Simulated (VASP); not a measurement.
A run of VASP 6.6.1 is set up as follows.

The input INCAR:

```
SYSTEM = AlN
PREC = Accurate ; ENCUT = 520
EDIFF = 1E-6 ; ISMEAR = 0
SIGMA = 0.05 ; LREAL = .FALSE.
LASPH = .TRUE. ; NELM = 60
ALGO = Normal ; ISIF = 2
LWAVE = .FALSE. ; LCHARG = .TRUE.
GGA = PE ; LELF = .TRUE.
LVHAR = .TRUE. ; NBANDS = 16
```

KPOINTS

```
regular mesh
0
G
  9 9 6
  0 0 0
```

POSCAR

```
AlN
1.0
    3.3409812192      0.0000000000      0.0000000000
   -1.6704906096      2.8933746094      0.0000000000
    0.0000000000      0.0000000000      4.2223472407
Al N
2 2
Direct
    0.3333333333      0.6666666667      0.7576365105
    0.6666666667      0.3333333333      0.2576365105
    0.3333333333      0.6666666667      0.2352898692
    0.6666666667      0.3333333333      0.7352898692
```

Potentials or basis: VASP PAW PBE potentials, release 64 (Al, N).

Command:

```console
$ cat potpaw_PBE.64/Al/POTCAR potpaw_PBE.64/N/POTCAR > POTCAR
$ mpirun -np 1 vasp_std > vasp.out
```

Problem. Predict the band gap on the k mesh.

Solution. 3.12 eV, direct.

Problem. Predict the largest force.

Solution. 0.119 eV/Å.

Problem. Predict the pressure.

Solution. -4.4 GPa.

Forces in eV/Å, atoms in the order of the input:
```
Al   0.000  0.000 -0.119
Al   0.000  0.000 -0.119
N    0.000  0.000  0.119
N    0.000  0.000  0.119
```
